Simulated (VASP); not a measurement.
# Ba2NF: single point with LDA

Crystal: Ba2NF.

```
Ba N F
1.0
     4.10820    0.00000    0.00000
     0.00000    4.10820    0.00000
     0.00000    0.00000    5.59876
Ba N F
2 1 1
Direct
  0.00000 0.00000 0.00000
  0.50000 0.50000 0.50000
  0.00000 0.00000 0.50000
  0.50000 0.50000 0.00000
```

* Program: VASP 6.6.1
* Task: single point
* Functional: LDA
* Potentials or basis: VASP PAW LDA potentials, release 64 (Ba_sv, N, F)
* Cutoff: 520 eV
* k mesh: 6 × 6 × 4
* Occupations: gaussian, width 0.02 eV
* Spin: no spin polarisation

- Pressure: -4.6 GPa
- Band gap on the k mesh: zero (band 16 reaches 3.14 eV, above the bottom of band 17 at 3.05 eV)

Stress tensor (GPa, compression positive):
```
-4.40  0.00  0.00
 0.00 -4.40  0.00
 0.00  0.00 -4.98
```

Levels at points of the mesh, in eV from the Fermi level:
| k point | band 13 | band 14 | band 15 | band 16 | band 17 | band 18 | band 19 | band 20 |
| --- | --- | --- | --- | --- | --- | --- | --- | --- |
| (0.00, 0.00, 0.00) | -6.28 | -0.37 | 0.00 | 0.05 | 0.10 | 0.10 | 2.34 | 2.34 |
| (0.50, 0.00, 0.00) | -6.31 | -1.76 | -1.11 | -0.37 | 1.55 | 1.80 | 3.10 | 3.29 |
| (0.50, 0.50, 0.00) | -6.28 | -0.06 | -0.06 | 0.01 | 0.01 | 0.16 | 1.64 | 5.09 |
| (0.00, 0.00, 0.50) | -6.65 | -1.62 | -0.17 | -0.17 | 0.10 | 0.94 | 1.59 | 3.29 |
| (0.50, 0.00, 0.50) | -7.12 | -2.18 | -1.98 | -1.38 | 1.25 | 2.65 | 3.58 | 4.57 |
| (0.50, 0.50, 0.50) | -6.53 | -1.46 | -0.49 | -0.49 | 2.25 | 2.25 | 2.42 | 2.80 |

Wall time 86 s on 1 thread of AMD EPYC 7R43 64-Core Processor (Zen 3), on a shared host, peak memory 0.17 GiB.

Caveat: spin-orbit coupling is left out, which moves the levels of the heavy elements.
